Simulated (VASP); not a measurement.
Write the native input for VASP 6.6.1 that does the following.

* Task: single point
* Functional: PBEsol
* Potentials or basis: VASP PAW PBE potentials, release 64 (Ga_d, Sb)
* Cutoff: 520 eV
* k mesh: 10 × 10 × 10
* Occupations: gaussian, width 0.15 eV
* Spin: no spin polarisation
* Dipole correction: no
* Further INCAR settings: ALGO = Normal; EDIFF = 1e-06; NBANDS = 22

The structure of GaSb3 lies in POSCAR:

```
GaSb3
1.0
    0.0000000000      3.7121632409      3.5191307523
    3.7121632409      0.0000000000      3.5191307523
    3.7121632409      3.7121632409      0.0000000000
Ga Sb
1 3
Direct
    0.0000000000      0.0000000000      0.0000000000
    0.2500000000      0.2500000000      0.2500000000
    0.7500000000      0.7500000000      0.7500000000
    0.5000000000      0.5000000000      0.5000000000
```

The input as run:

INCAR

```
PREC = Accurate
ENCUT = 520
EDIFF = 1E-6
ISMEAR = 0
SIGMA = 0.15
LREAL = F
LASPH = T
NELM = 100
ALGO = Normal
ISIF = 2
LWAVE = F
LCHARG = F
GGA = PS
NBANDS = 22
```

KPOINTS

```
Automatic mesh
0
Gamma
  10 10 10
```

Potentials or basis: VASP PAW PBE potentials, release 64 (Ga_d, Sb).

Launch:

```console
$ cat potpaw_PBE.64/Ga_d/POTCAR potpaw_PBE.64/Sb/POTCAR > POTCAR
$ mpirun -np 1 vasp_std > vasp.out
```

It gave:

| Quantity | Value |
| --- | --- |
| Pressure | 0.2 GPa |
| Band gap on the k mesh | zero (bands 14 and 15 overlap by 4.33 eV) |

Caveat: the PAW data sets were made with another functional, which shifts forces and pressure a little; spin-orbit coupling is left out, which moves the levels of the heavy elements.

Run time: 5.7 min on 1 thread of Intel Xeon 8259CL (shared host), peak memory 0.38 GiB.
